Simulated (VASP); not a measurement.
# TiGe (F-43m) in VASP: a series of runs, part 2 of 2

VASP 6.6.1.

### 3 Single point, PBE

This run uses another cell than the first one, of 24.84 Å³/atom, 1.396 times its volume.

INCAR

```
SYSTEM = TiGe
PREC     = Accurate       ! precision mode
ENCUT    = 520            ! plane-wave cutoff, eV
EDIFF    = 1E-6           ! SCF threshold, eV
ISMEAR   = 0              ! smearing method
SIGMA    = 0.1            ! smearing width, eV
LREAL    = .FALSE.        ! projectors in reciprocal space
LASPH    = .TRUE.         ! aspherical terms in the spheres
NELM     = 60             ! most SCF steps
ALGO     = Normal         ! electronic algorithm
ISIF     = 2              ! what is computed and relaxed
LWAVE    = .FALSE.        ! write WAVECAR
LCHARG   = .FALSE.        ! write CHGCAR
GGA      = PE             ! functional
NBANDS   = 20             ! bands
```

KPOINTS

```
regular mesh
0
G
  6 6 6
  0 0 0
```

POSCAR

```
TiGe
1.0
    0.0000000000      2.9177149298      2.9177149298
    2.9177149298      0.0000000000      2.9177149298
    2.9177149298      2.9177149298      0.0000000000
Ti Ge
1 1
Direct
    0.0000000000      0.0000000000      0.0000000000
    0.2500000000      0.2500000000      0.2500000000
```

Potentials or basis: VASP PAW PBE potentials, release 64 (Ti_sv, Ge_d).

Launch:

```sh
$ cat potpaw_PBE.64/Ti_sv/POTCAR potpaw_PBE.64/Ge_d/POTCAR > POTCAR
$ mpirun -np 1 vasp_std > vasp.out
```

OUTCAR:

```text
SYSTEM = TiGe
   PREC = Accurate
   ENCUT = 520
   EDIFF = 1E-6
   ISMEAR = 0
   LREAL = .FALSE.
   LASPH = .TRUE.
   NELM = 60
   ISIF = 2
   GGA = PE

 ion  position               nearest neighbor table
   1  0.000  0.000  0.000-   2 2.53   2 2.53   2 2.53   2 2.53
   2  0.250  0.250  0.250-   1 2.53   1 2.53   1 2.53   1 2.53

  LATTYP: Found a face centered cubic cell.
 ALAT       =     5.8354298596

  Lattice vectors:

 A1 = (   0.0000000000,   2.9177149298,   2.9177149298)
 A2 = (   2.9177149298,   0.0000000000,   2.9177149298)
 A3 = (   2.9177149298,   2.9177149298,   0.0000000000)

Analysis of symmetry for initial positions (statically):
=====================================================================
 Subroutine PRICEL returns:
 Original cell was already a primitive cell.

 Routine SETGRP: Setting up the symmetry group for a
 face centered cubic supercell.

 Subroutine GETGRP returns: Found 24 space group operations
 (whereof 24 operations were pure point group operations)
 out of a pool of 48 trial point group operations.

The static configuration has the point symmetry T_d .

[... 148 lines left out ...]
  free energy    TOTEN  =       -11.51267101 eV

  energy without entropy =      -11.51160095  energy(sigma->0) =      -11.51213598

 E-fermi :   3.8122     XC(G=0):  -9.5562

 val. band max:        3.7029395298   @ k =   0.5000   0.5000   0.0000
 cond. band min:       3.9435498436   @ k =   0.5000   0.5000   0.0000
 fundamental gap:      0.2406103138
 Fermi energy:         3.8121579638

 k-point     1 :       0.0000    0.0000    0.0000
  band No.  band energies     occupation
      1     -53.3146      2.00000
      2     -29.5666      2.00000
      3     -29.5666      2.00000
      4     -29.5666      2.00000
      5     -19.2526      2.00000
      6     -19.2526      2.00000
[... 357 lines left out ...]
     19      10.9675      0.00000
     20      12.1626      0.00000

------------------------ aborting loop because EDIFF is reached ----------------------------------------

  FORCE on cell =-STRESS in cart. coord.  units (eV):
  Direction    XX          YY          ZZ          XY          YZ          ZX
  --------------------------------------------------------------------------------------
  -------------------------------------------------------------------------------------
  Total        0.1005999      0.1005999      0.1005999      0.0000000      0.0000000      0.0000000
  in kB        3.2445141      3.2445141      3.2445141      0.0000000      0.0000000      0.0000000
  external PRESSURE =       3.2445141 kB  Pullay stress =       0.0000000 kB

 VOLUME and BASIS-vectors are now :
 -----------------------------------------------------------------------------
  energy-cutoff  :      520.00
  volume of cell :       49.68
      direct lattice vectors                 reciprocal lattice vectors
     0.000000000  2.917714930  2.917714930    -0.171366981  0.171366981  0.171366981
     2.917714930  0.000000000  2.917714930     0.171366981 -0.171366981  0.171366981
     2.917714930  2.917714930  0.000000000     0.171366981  0.171366981 -0.171366981

 POSITION                                       TOTAL-FORCE (eV/Angst)
 -----------------------------------------------------------------------------------
      0.00000      0.00000      0.00000         0.000000     -0.000000      0.000000
      1.45886      1.45886      1.45886        -0.000000      0.000000     -0.000000
 -----------------------------------------------------------------------------------
    total drift:                                0.000000      0.000000      0.000000

  FREE ENERGIE OF THE ION-ELECTRON SYSTEM (eV)
  ---------------------------------------------------
  free  energy   TOTEN  =       -11.5126710073 eV

  energy  without entropy=      -11.5116009522  energy(sigma->0) =      -11.51213598
```

OSZICAR:

```text
N       E                     dE             d eps       ncg     rms          rms(c)
DAV:   1     0.235284114181E+03    0.23528E+03   -0.13572E+04   700   0.267E+03
DAV:   2     0.163891628349E+02   -0.21889E+03   -0.21419E+03   648   0.613E+02
DAV:   3    -0.123801302805E+02   -0.28769E+02   -0.28389E+02   716   0.151E+02
DAV:   4    -0.143068234033E+02   -0.19267E+01   -0.19197E+01  1004   0.365E+01
DAV:   5    -0.143426672096E+02   -0.35844E-01   -0.35842E-01   752   0.466E+00    0.104E+01
DAV:   6    -0.121623904682E+02    0.21803E+01   -0.15908E+01   700   0.355E+01    0.729E+00
DAV:   7    -0.115773589309E+02    0.58503E+00   -0.66956E+00   684   0.212E+01    0.277E+00
DAV:   8    -0.115246763154E+02    0.52683E-01   -0.62167E-01   716   0.689E+00    0.134E+00
DAV:   9    -0.115166068243E+02    0.80695E-02   -0.71491E-02   800   0.256E+00    0.564E-01
DAV:  10    -0.115128988804E+02    0.37079E-02   -0.24315E-02   756   0.130E+00    0.120E-01
DAV:  11    -0.115126932686E+02    0.20561E-03   -0.24260E-03   696   0.526E-01    0.679E-02
DAV:  12    -0.115126714596E+02    0.21809E-04   -0.10726E-04   764   0.935E-02    0.230E-02
DAV:  13    -0.115126706818E+02    0.77785E-06   -0.11356E-05   936   0.347E-02    0.383E-03
DAV:  14    -0.115126710073E+02   -0.32556E-06   -0.58232E-07   456   0.964E-03
   1 F= -.11512671E+02 E0= -.11512136E+02  d E =-.107006E-02
```

stdout:

```text
POSCAR found type information on POSCAR TiGe
 POSCAR found :  2 types and       2 ions
 scaLAPACK will be used
 LDA part: xc-table for (Slater+PW92), standard interpolation
 POSCAR, INCAR and KPOINTS ok, starting setup
 FFT: planning ... GRIDC
 FFT: planning ... GRID_SOFT
 FFT: planning ... GRID
 WAVECAR not read
 entering main loop
```

Wall time 7.6 s (1 thread of Intel Xeon 6975P-C (Granite Rapids), shared host); peak memory 0.17 GiB.

What came out:

| Item | Value |
| --- | --- |
| Free energy | -11.5127 eV |
| Pressure | 0.3 GPa |
| Band gap on the k mesh | 0.24 eV, direct |

### 4 Relaxation of cell and atoms, PBE

INCAR

```
ALGO = Normal
EDIFF = 1E-7
EDIFFG = -0.04
ENCUT = 600
GGA = PE
IBRION = 2
ISIF = 3
ISMEAR = 0
LASPH = T
LCHARG = F
LREAL = F
LWAVE = F
NELM = 60
NSW = 90
PREC = Accurate
SIGMA = 0.1
```

KPOINTS

```
k-points
0
Gamma
  6 6 6
```

POSCAR

```
TiGe
1.0
    0.0000000000      2.6105379600      2.6105379600
    2.6105379600      0.0000000000      2.6105379600
    2.6105379600      2.6105379600      0.0000000000
Ti Ge
1 1
Direct
    0.0000000000      0.0000000000      0.0000000000
    0.2500000000      0.2500000000      0.2500000000
```

Launch:

```sh
$ cat potpaw_PBE.64/Ti_sv/POTCAR potpaw_PBE.64/Ge_d/POTCAR > POTCAR
$ mpirun -np 1 vasp_std > vasp.out
```

Wall time 25 s (1 thread of Intel Xeon 6975P-C (Granite Rapids), shared host); peak memory 0.17 GiB.

It converged, with:

```yaml
Free_energy: -11.5079 eV
Relaxed_volume: 24.94 Å³/atom
Relaxed_cell: a = 4.132 Å, b = 4.132 Å, c = 4.132 Å, α = 60.00°, β = 60.00°, γ = 60.00°
Space_group_after_relaxing_to_0.05_Å: F-43m (No. 216)
Energy_gained_by_relaxing: 656.6 meV/atom
Ionic_steps: 3
Pressure_after_relaxing: 0.0 GPa
Band_gap_on_the_k_mesh: 0.25 eV, direct
```

The path:
```
step  energy change (eV)  largest force (eV/Å)  pressure (GPa)  volume (Å³)
   1              0.0000                0.0000           38.41        35.58
   2             -0.8948                0.0000           -8.88        62.37
   3             -1.3132                0.0000           -0.03        49.87
```

Final structure:
```
CELL_PARAMETERS angstrom
0.00000 2.92152 2.92152
2.92152 0.00000 2.92152
2.92152 2.92152 0.00000
ATOMIC_POSITIONS crystal
Ti 0.00000 0.00000 0.00000
Ge 0.25000 0.25000 0.25000
```

Levels at points of the mesh, in eV from the valence-band top:
```tsv
k point	band 11	band 12	band 13	band 14	band 15	band 16
(0.00, 0.00, 0.00)	-0.94	-0.94	-0.94	1.10	1.10	4.86
(0.50, 0.00, 0.00)	-2.55	-0.67	-0.67	1.28	1.28	1.47
(0.50, 0.50, 0.00)	-2.59	0.00	0.00	0.25	1.46	1.72
```

Caveat: the volume moved by over 15 % at a fixed basis, so the end points are rough.

### 5 Single point, PBE

This run uses another cell than the first one, of 24.97 Å³/atom, 1.404 times its volume.

INCAR

```
SYSTEM = TiGe
  PREC = Accurate
  ENCUT = 520
  EDIFF = 1E-7
  ISMEAR = 0
  SIGMA = 0.01
  LREAL = .FALSE.
  LASPH = .TRUE.
  NELM = 100
  ALGO = Normal
  ISIF = 2
  LWAVE = .FALSE.
  LCHARG = .TRUE.
  GGA = PE
  LELF = .TRUE.
  LVHAR = .TRUE.
  NBANDS = 20
```

KPOINTS

```
Automatic mesh
0
G
  10 10 10
  0 0 0
```

POSCAR

```
TiGe
1.0
    0.0000000000      2.9229278853      2.9229278853
    2.9229278853      0.0000000000      2.9229278853
    2.9229278853      2.9229278853      0.0000000000
Ti Ge
1 1
Direct
    0.0000000000      0.0000000000      0.0000000000
    0.7500000000      0.7500000000      0.7500000000
```

Potentials or basis: VASP PAW PBE potentials, release 64 (Ti_sv, Ge_d).

Launch:

```sh
$ cat potpaw_PBE.64/Ti_sv/POTCAR potpaw_PBE.64/Ge_d/POTCAR > POTCAR
$ mpirun -np 1 vasp_std > vasp.out
```

OUTCAR:

```text
SYSTEM = TiGe
   PREC = Accurate
   ENCUT = 520
   EDIFF = 1E-7
   ISMEAR = 0
   LREAL = .FALSE.
   LASPH = .TRUE.
   NELM = 100
   ISIF = 2
   GGA = PE

 ion  position               nearest neighbor table
   1  0.000  0.000  0.000-   2 2.53   2 2.53   2 2.53   2 2.53
   2  0.750  0.750  0.750-   1 2.53   1 2.53   1 2.53   1 2.53

  LATTYP: Found a face centered cubic cell.
 ALAT       =     5.8458557706

  Lattice vectors:

 A1 = (   0.0000000000,   2.9229278853,   2.9229278853)
 A2 = (   2.9229278853,   0.0000000000,   2.9229278853)
 A3 = (   2.9229278853,   2.9229278853,   0.0000000000)

Analysis of symmetry for initial positions (statically):
=====================================================================
 Subroutine PRICEL returns:
 Original cell was already a primitive cell.

 Routine SETGRP: Setting up the symmetry group for a
 face centered cubic supercell.

 Subroutine GETGRP returns: Found 24 space group operations
 (whereof 24 operations were pure point group operations)
 out of a pool of 48 trial point group operations.

The static configuration has the point symmetry T_d .

Analysis of symmetry for dynamics (positions and initial velocities):
=====================================================================
 Subroutine PRICEL returns:
 Original cell was already a primitive cell.

 Routine SETGRP: Setting up the symmetry group for a
 face centered cubic supercell.

 Subroutine GETGRP returns: Found 24 space group operations
 (whereof 24 operations were pure point group operations)
 out of a pool of 48 trial point group operations.

The dynamic configuration has the point symmetry T_d .

 Subroutine INISYM returns: Found 24 space group operations
 (whereof 24 operations are pure point group operations),
 and found     1 'primitive' translations

[... 101 lines left out ...]
   ISYM   =      2    0-nonsym 1-usesym 2-fastsym
   POTIM  = 0.5000    time-step for ionic-motion
   TEBEG  =    0.0;   TEEND  =   0.0 temperature during run
   PSTRESS=    0.0 pullay stress
   NELECT =      26.0000    total number of electrons
   NUPDOWN=      -1.0000    fix difference up-down
   EMIN   =  10.00;   EMAX   =-10.00  energy-range for DOS
   EFERMI =   0.00;   METHOD = LEGACY
   ISMEAR =     0;   SIGMA  =   0.01  broadening in eV -4-tet -1-fermi 0-gaus
   EFERMI_NEDOS =   21; number of points for ismear=-14 and -15
   IALGO  =     38    algorithm
   IMIX   =      4    mixing-type and parameters
     AMIX     =   0.40;   BMIX     =  1.00
     AMIX_MAG =   1.60;   BMIX_MAG =  1.00
  volume/ion in A,a.u.               =      24.97       168.52
  Fermi-wavevector in a.u.,A,eV,Ry     =   1.316956  2.488685 23.597570  1.734372
  Thomas-Fermi vector in A             =   2.447031
   LORBIT       =      0    0 simple, 1 ext, 2 COOP (PROOUT), +10 PAW based schemes
   GGA     = PE    functional components
   LHFCALC =     F    Hartree Fock is set to
   AEXX    =    0.0000 exact exchange contribution
   IVDW    =     0    specifies the selected vdW correction
   LEPSILON=     F    determine dielectric tensor
   LRPA    =     F    only Hartree local field effects (RPA)
 non-spin polarized calculation
 Gauss-broadening in eV      SIGMA  =   0.01
  energy-cutoff  :      520.00
  volume of cell :       49.94
 maximum number of plane-waves:      1363
   NGX = 15   NGY = 15   NGZ = 15

 number of electron      25.9999979 magnetization

 Free energy of the ion-electron system (eV)
  ---------------------------------------------------
  ext. energy  EPLUGINS =         0.00000000
  ---------------------------------------------------
  free energy    TOTEN  =       -11.51170337 eV

  energy without entropy =      -11.51170337  energy(sigma->0) =      -11.51170337

 E-fermi :   3.7159     XC(G=0):  -9.5305

 val. band max:        3.6650626758   @ k =   0.5000   0.5000   0.0000
 cond. band min:       3.9112570663   @ k =   0.5000   0.5000   0.0000
 fundamental gap:      0.2461943904
 Fermi energy:         3.7159346130

 k-point     1 :       0.0000    0.0000    0.0000
  band No.  band energies     occupation
      1     -53.3594      2.00000
      2     -29.6106      2.00000
      3     -29.6106      2.00000
      4     -29.6106      2.00000
      5     -19.2824      2.00000
      6     -19.2824      2.00000
[... 541 lines left out ...]
     19       9.9274      0.00000
     20      11.2416      0.00000

 [... further k-points ...]
[... 5 lines left out ...]
  --------------------------------------------------------------------------------------
  -------------------------------------------------------------------------------------
  Total        0.0042747      0.0042747      0.0042747      0.0000000      0.0000000      0.0000000
  in kB        0.1371309      0.1371309      0.1371309      0.0000000      0.0000000      0.0000000
  external PRESSURE =       0.1371309 kB  Pullay stress =       0.0000000 kB

 VOLUME and BASIS-vectors are now :
 -----------------------------------------------------------------------------
  energy-cutoff  :      520.00
  volume of cell :       49.94
      direct lattice vectors                 reciprocal lattice vectors
     0.000000000  2.922927885  2.922927885    -0.171061353  0.171061353  0.171061353
     2.922927885  0.000000000  2.922927885     0.171061353 -0.171061353  0.171061353
     2.922927885  2.922927885  0.000000000     0.171061353  0.171061353 -0.171061353

 POSITION                                       TOTAL-FORCE (eV/Angst)
 -----------------------------------------------------------------------------------
      0.00000      0.00000      0.00000        -0.000000     -0.000000     -0.000000
      4.38439      4.38439      4.38439         0.000000      0.000000      0.000000
 -----------------------------------------------------------------------------------
    total drift:                               -0.000000     -0.000000     -0.000000

  FREE ENERGIE OF THE ION-ELECTRON SYSTEM (eV)
  ---------------------------------------------------
  free  energy   TOTEN  =       -11.5117033715 eV

  energy  without entropy=      -11.5117033715  energy(sigma->0) =      -11.51170337
```

It took 20 s on 1 thread of Intel Xeon 6975P-C (Granite Rapids), shared host; peak memory 0.2 GiB.

Results:

| Property | Result |
| --- | --- |
| Free energy | -11.5117 eV |
| Pressure | 0.0 GPa |
| Band gap on the k mesh | 0.25 eV, direct |

### 6 Relaxation of cell and atoms, PBE

This run uses another cell than the first one, of 24.84 Å³/atom, 1.396 times its volume.

INCAR

```
ALGO     = Normal         # electronic algorithm
EDIFF    = 1E-6           # SCF threshold, eV
EDIFFG   = -0.01          # ionic threshold
ENCUT    = 600            # plane-wave cutoff, eV
GGA      = PE             # functional
IBRION   = 2              # ionic algorithm
ISIF     = 3              # what is computed and relaxed
ISMEAR   = 0              # smearing method
LASPH    = True           # aspherical terms in the spheres
LCHARG   = False          # write CHGCAR
LREAL    = False          # projectors in reciprocal space
LWAVE    = False          # write WAVECAR
NELM     = 100            # most SCF steps
NSW      = 100            # ionic steps
PREC     = Accurate       # precision mode
SIGMA    = 0.01           # smearing width, eV
```

KPOINTS

```
k-points
0
Gamma
  10 10 10
```

POSCAR

```
TiGe
1.0
    0.0000000000      2.9177149298      2.9177149298
    2.9177149298      0.0000000000      2.9177149298
    2.9177149298      2.9177149298      0.0000000000
Ti Ge
1 1
Direct
    0.0000000000      0.0000000000      0.0000000000
    0.7500000000      0.7500000000      0.7500000000
```

Potentials or basis: VASP PAW PBE potentials, release 64 (Ti_sv, Ge_d).

Launch:

```sh
$ cat potpaw_PBE.64/Ti_sv/POTCAR potpaw_PBE.64/Ge_d/POTCAR > POTCAR
$ mpirun -np 1 vasp_std > vasp.out
```

Run time: 53 s. Hardware: 1 thread of Intel Xeon 6975P-C (Granite Rapids), shared host; peak memory 0.24 GiB.

The run converged. Its results:

- Free energy: -11.5116 eV
- Relaxed volume: 24.98 Å³/atom
- Relaxed cell: a = 4.134 Å, b = 4.134 Å, c = 4.134 Å, α = 60.00°, β = 60.00°, γ = 60.00°
- Space group after relaxing (to 0.05 Å): F-43m (No. 216)
- Energy gained by relaxing: 0.2 meV/atom
- Ionic steps: 3
- Pressure after relaxing: 0.0 GPa
- Band gap on the k mesh: 0.25 eV, direct

Step by step:
| step | energy change (eV) | largest force (eV/Å) | pressure (GPa) | volume (Å³) |
| --- | --- | --- | --- | --- |
| 1 | 0.0000 | 0.0000 | 0.40 | 49.68 |
| 2 | -0.0002 | 0.0000 | -0.18 | 50.13 |
| 3 | -0.0003 | 0.0000 | 0.03 | 49.96 |

Final structure:
```
Ti Ge
1.0
     0.00000    2.92329    2.92329
     2.92329    0.00000    2.92329
     2.92329    2.92329    0.00000
Ti Ge
1 1
Cartesian
  0.0000 0.0000 0.0000
  4.3849 4.3849 4.3849
```

Levels at points of the mesh, in eV from the valence-band top:
```tsv
k point	band 9	band 10	band 11	band 12	band 13	band 14	band 15	band 16	band 17
(0.00, 0.00, 0.00)	-22.94	-8.57	-0.94	-0.94	-0.94	1.10	1.10	4.85	6.14
(0.50, 0.00, 0.00)	-22.93	-7.31	-2.55	-0.67	-0.67	1.28	1.28	1.46	4.17
(0.50, 0.50, 0.00)	-22.93	-6.88	-2.59	0.00	0.00	0.25	1.46	1.72	2.05
```

A k mesh can miss the band edges.

### 7 Overview

```csv
task,cell,k mesh,cutoff (eV),smearing,gap on the mesh (eV),pressure (GPa),relaxed volume (Å³/atom)
single point,"a = 3.692 Å, angles 60.0°, 2 atoms",6 × 6 × 6,520,gaussian 0.1 eV,none,38.4,-
single point,"a = 4.126 Å, angles 60.0°, 2 atoms",6 × 6 × 6,520,gaussian 0.1 eV,0.24,0.3,-
relaxation of cell and atoms,"relaxed from a = 3.692 Å, angles 60.0°, 2 atoms",6 × 6 × 6,600,gaussian 0.1 eV,0.25,0.0,24.94
single point,"a = 4.134 Å, angles 60.0°, 2 atoms",10 × 10 × 10,520,gaussian 0.01 eV,0.25,0.0,-
relaxation of cell and atoms,"relaxed from a = 4.126 Å, angles 60.0°, 2 atoms",10 × 10 × 10,600,gaussian 0.01 eV,0.25,0.0,24.98
```

Alike in all rows: level PBE; potentials or basis VASP PAW PBE potentials, release 64 (Ti_sv, Ge_d); no spin polarisation.

Caveats: the volume moved by over 15 % at a fixed basis, so the end points are rough (some runs).

Absolute energies hang on the potentials; compare differences alone.
